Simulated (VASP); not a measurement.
# Sn (P6_3/mmc) in VASP: relaxation of cell and atoms with PBEsol

Aim: the relaxation of cell and atoms of Sn with PBEsol.

Everything below comes from runs of VASP 6.6.1. Logs are shortened: lines on timing, memory, paths and dates and some standing lists are left out, and cuts for length are marked.

## (1) The cell of the first run

Symmetry: P6_3/mmc, No. 194, hexagonal system. Conventional cell: a = 4.573 Å, b = 4.573 Å, c = 7.467 Å, α = 90.00°, β = 90.00°, γ = 120.00°. Within 3.7 Å of Sn (site symmetry 3m) lie 4 Sn at 2.80 Å.

This isn't the form of Sn at room conditions, which is tetragonal (white tin).

## (2) Relaxation of cell and atoms, PBEsol

INCAR

```
PREC = Accurate
ENCUT = 600
EDIFF = 1E-6
ISMEAR = 0
SIGMA = 0.1
LREAL = False
LASPH = True
NELM = 80
ALGO = Fast
ISIF = 3
LWAVE = False
LCHARG = False
GGA = PS
IBRION = 2
NSW = 100
EDIFFG = -0.005
```

KPOINTS

```
regular mesh
0
Gamma
  12 12 6
```

POSCAR

```
Sn
1.0
    4.5726370000      0.0000000000      0.0000000000
   -2.2863190000      3.9600200000      0.0000000000
    0.0000000000      0.0000000000      7.4670850000
Sn
4
Direct
    0.0000000000      0.0000000000      0.0000000000
    0.0000000000      0.0000000000      0.3750000000
    0.3333333300      0.6666666700      0.5000000000
    0.3333333300      0.6666666700      0.8750000000
```

Potentials or basis: VASP PAW PBE potentials, release 64 (Sn_d).

Launch:

```bash
$ cat potpaw_PBE.64/Sn_d/POTCAR > POTCAR
$ mpirun -np 1 vasp_std > vasp.out
```

OUTCAR:

```text
PREC = Accurate
   ENCUT = 600
   EDIFF = 1E-6
   ISMEAR = 0
   LREAL = False
   LASPH = True
   NELM = 80
   ISIF = 3
   GGA = PS
   IBRION = 2
   NSW = 100
   EDIFFG = -0.005

 ion  position               nearest neighbor table
   1  0.000  0.000  0.000-   4 2.80   2 2.80   4 2.80   4 2.80
   2  0.000  0.000  0.375-   3 2.80   1 2.80   3 2.80   3 2.80
   3  0.333  0.667  0.500-   2 2.80   4 2.80   2 2.80   2 2.80
   4  0.333  0.667  0.875-   1 2.80   3 2.80   1 2.80   1 2.80

  LATTYP: Found a hexagonal cell.
 ALAT       =     4.5726370000
 C/A-ratio  =     1.6329931722

  Lattice vectors:

 A1 = (   4.5726370000,   0.0000000000,   0.0000000000)
 A2 = (  -2.2863190000,   3.9600200000,   0.0000000000)
 A3 = (   0.0000000000,   0.0000000000,   7.4670850000)

Analysis of symmetry for initial positions (statically):
=====================================================================
 Subroutine PRICEL returns:
 Original cell was already a primitive cell.

 Routine SETGRP: Setting up the symmetry group for a
 hexagonal supercell.

 Subroutine GETGRP returns: Found 24 space group operations
 (whereof  6 operations were pure point group operations)
 out of a pool of 24 trial point group operations.

The static configuration has the point symmetry C_3v.
 The point group associated with its full space group is D_6h.

Analysis of symmetry for dynamics (positions and initial velocities):
=====================================================================
 Subroutine PRICEL returns:
 Original cell was already a primitive cell.

 Routine SETGRP: Setting up the symmetry group for a
 hexagonal supercell.

 Subroutine GETGRP returns: Found 24 space group operations
 (whereof  6 operations were pure point group operations)
 out of a pool of 24 trial point group operations.

The dynamic configuration has the point symmetry C_3v.
 The point group associated with its full space group is D_6h.

 Subroutine INISYM returns: Found 24 space group operations
 (whereof  6 operations are pure point group operations),
 and found     1 'primitive' translations

----------------------------------------------------------------------------------------

                                     Primitive cell
[... 114 lines left out ...]
     AMIX     =   0.40;   BMIX     =  1.00
     AMIX_MAG =   1.60;   BMIX_MAG =  1.00
  volume/ion in A,a.u.               =      33.80       228.11
  Fermi-wavevector in a.u.,A,eV,Ry     =   1.220298  2.306028 20.260794  1.489126
  Thomas-Fermi vector in A             =   2.355520
   LORBIT       =      0    0 simple, 1 ext, 2 COOP (PROOUT), +10 PAW based schemes
   GGA     = PS    functional components
   LHFCALC =     F    Hartree Fock is set to
   AEXX    =    0.0000 exact exchange contribution
   IVDW    =     0    specifies the selected vdW correction
   LEPSILON=     F    determine dielectric tensor
   LRPA    =     F    only Hartree local field effects (RPA)
 conjugate gradient relaxation of ions
 non-spin polarized calculation
 RMM-DIIS sequential band-by-band and
 Gauss-broadening in eV      SIGMA  =   0.10
  energy-cutoff  :      600.00
  volume of cell :      135.21
 maximum number of plane-waves:      4552
 NGX is ok and might be reduce to    40
   NGX = 19   NGY = 19   NGZ = 29

--------------------------------------- Ionic step        1  -------------------------------------------

 number of electron      56.0000003 magnetization

 Free energy of the ion-electron system (eV)
  ---------------------------------------------------
  ext. energy  EPLUGINS =         0.00000000
  ---------------------------------------------------
  free energy    TOTEN  =       -16.85404257 eV

  energy without entropy =      -16.85321845  energy(sigma->0) =      -16.85363051

------------------------ aborting loop because EDIFF is reached ----------------------------------------

  FORCE on cell =-STRESS in cart. coord.  units (eV):
  Direction    XX          YY          ZZ          XY          YZ          ZX
  --------------------------------------------------------------------------------------
  -------------------------------------------------------------------------------------
  Total        0.9375421      0.9375422      1.5410017     -0.0000001     -0.0000000      0.0000000
  in kB       11.1092869     11.1092880     18.2599039     -0.0000014     -0.0000000      0.0000000
  external PRESSURE =      13.4928263 kB  Pullay stress =       0.0000000 kB
[... 95 lines left out ...]
  FREE ENERGIE OF THE ION-ELECTRON SYSTEM (eV)
  ---------------------------------------------------
  free  energy   TOTEN  =       -16.8728882416 eV

  energy  without entropy=      -16.8720248952  energy(sigma->0) =      -16.87245657

[... ionic steps 4 to 11 ...]

--------------------------------------- Ionic step       12  -------------------------------------------

 number of electron      56.0000011 magnetization

------------------------ aborting loop because EDIFF is reached ----------------------------------------
[... 71 lines left out ...]
--------------------------------------- Ionic step       14  -------------------------------------------

 number of electron      56.0000011 magnetization

 Free energy of the ion-electron system (eV)
  ---------------------------------------------------
  ext. energy  EPLUGINS =         0.00000000
  ---------------------------------------------------
  free energy    TOTEN  =       -16.87305372 eV

  energy without entropy =      -16.87217779  energy(sigma->0) =      -16.87261575

 E-fermi :   5.3656     XC(G=0):  -8.9716

 val. band max:        5.3462215004   @ k =   0.0833   0.0000   0.0000
 cond. band min:       5.4780150669   @ k =   0.0000   0.0000   0.0000
 fundamental gap:      0.1317935666
 Fermi energy:         5.3655633834

 k-point     1 :       0.0000    0.0000    0.0000
  band No.  band energies     occupation
      1     -16.3263      2.00000
      2     -16.3263      2.00000
      3     -16.2749      2.00000
      4     -16.2743      2.00000
      5     -16.2743      2.00000
      6     -16.2523      2.00000
[... 853 lines left out ...]
     32       8.6628      0.00000
     33       9.0934      0.00000

 [... further k-points ...]

------------------------ aborting loop because EDIFF is reached ----------------------------------------

  FORCE on cell =-STRESS in cart. coord.  units (eV):
  Direction    XX          YY          ZZ          XY          YZ          ZX
  --------------------------------------------------------------------------------------
  -------------------------------------------------------------------------------------
  Total        0.0119363      0.0119363      0.0045484     -0.0000000     -0.0000000      0.0000000
  in kB        0.1371979      0.1371979      0.0522804     -0.0000000     -0.0000000      0.0000000
  external PRESSURE =       0.1088921 kB  Pullay stress =       0.0000000 kB
[... 19 lines left out ...]
  FREE ENERGIE OF THE ION-ELECTRON SYSTEM (eV)
  ---------------------------------------------------
  free  energy   TOTEN  =       -16.8730537215 eV

  energy  without entropy=      -16.8721777870  energy(sigma->0) =      -16.87261575

 reached required accuracy - stopping structural energy minimisation
```

OSZICAR:

```text
N       E                     dE             d eps       ncg     rms          rms(c)
DAV:   1     0.566760913526E+03    0.56676E+03   -0.31140E+04  5033   0.270E+03
DAV:   2     0.586864612899E+02   -0.50807E+03   -0.50392E+03  5016   0.633E+02
DAV:   3    -0.138759613250E+02   -0.72562E+02   -0.72027E+02  5845   0.212E+02
[... 110 lines left out ...]
DAV:   1    -0.168730759112E+02   -0.22026E-04   -0.10908E-03  6120   0.362E-01    0.323E-02
RMM:   2    -0.168730560808E+02    0.19830E-04   -0.59874E-05  5618   0.886E-02    0.148E-02
RMM:   3    -0.168730522289E+02    0.38520E-05   -0.19866E-05  5452   0.478E-02    0.214E-03
RMM:   4    -0.168730536243E+02   -0.13954E-05   -0.77783E-06  4647   0.202E-02    0.280E-03
RMM:   5    -0.168730537215E+02   -0.97191E-07   -0.12465E-06  2877   0.112E-02
  14 F= -.16873054E+02 E0= -.16872616E+02  d E =-.194131E-05
```

Run time: 62 min. Hardware: 1 thread of Intel Xeon 8259CL, shared host; peak memory 0.52 GiB.

What came out:

```yaml
Free_energy: -16.8731 eV
Relaxed_volume: 34.85 Å³/atom
Relaxed_cell: a = 4.609 Å, b = 4.609 Å, c = 7.578 Å, α = 90.00°, β = 90.00°, γ = 120.00°
Space_group_after_relaxing_to_0.1_Å: P6_3/mmc (No. 194)
Energy_gained_by_relaxing: 4.8 meV/atom
Ionic_steps: 14
Pressure_after_relaxing: 0.0 GPa
Band_gap_on_the_k_mesh: zero (bands 28 and 29 overlap by 0.05 eV)
```

Forces in eV/Å, atoms in the order of the input:
```
Sn   0.000  0.000 -0.003
Sn   0.000  0.000  0.003
Sn   0.000  0.000 -0.003
Sn   0.000  0.000  0.003
```

The path:
```tsv
step	energy change (eV)	largest force (eV/Å)	pressure (GPa)	volume (Å³)
1	0.0000	0.0436	1.35	135.21
2	-0.0167	0.0528	-0.41	140.86
3	-0.0188	0.0298	0.01	139.44
4	-0.0188	0.0282	0.04	139.35
5	-0.0189	0.0028	-0.03	139.42
6	-0.0189	0.0095	-0.01	139.42
7	-0.0190	0.0020	0.02	139.37
8	-0.0190	0.0041	0.02	139.29
9	-0.0190	0.0018	0.04	139.31
10	-0.0190	0.0077	-0.08	139.46
11	-0.0190	0.0008	0.03	139.35
12	-0.0190	0.0050	0.01	139.36
13	-0.0190	0.0047	-0.02	139.42
14	-0.0190	0.0028	0.01	139.39
```

Final structure:
```
Sn
1.0
     4.60852    0.00000    0.00000
    -2.30426    3.99109    0.00000
     0.00000    0.00000    7.57845
Sn
4
Direct
  0.00000 0.00000 0.00019
  0.00000 0.00000 0.37481
  0.33333 0.66667 0.50019
  0.33333 0.66667 0.87481
```

Levels at points of the mesh, in eV from the Fermi level:
| k point | band 24 | band 25 | band 26 | band 27 | band 28 | band 29 | band 30 | band 31 | band 32 | band 33 |
| --- | --- | --- | --- | --- | --- | --- | --- | --- | --- | --- |
| (0.00, 0.00, 0.00) | -1.20 | -1.20 | -0.84 | -0.35 | -0.08 | 0.11 | 0.11 | 1.90 | 1.90 | 2.27 |
| (0.50, 0.00, 0.00) | -5.76 | -3.61 | -2.47 | -2.17 | -1.17 | 0.51 | 1.12 | 3.04 | 3.14 | 3.55 |
| (0.00, 0.00, 0.50) | -4.14 | -0.69 | -0.69 | -0.69 | -0.69 | 0.25 | 0.25 | 2.81 | 2.81 | 2.81 |
| (0.50, 0.00, 0.50) | -6.62 | -2.06 | -2.06 | -1.94 | -1.94 | 0.38 | 0.38 | 1.85 | 1.85 | 4.99 |

Caveat: the PAW data sets were made with another functional, which shifts forces and pressure a little; spin-orbit coupling is left out, which moves the levels of the heavy elements.

The gap in the log of VASP goes by the Fermi energy; the results here count the filled bands.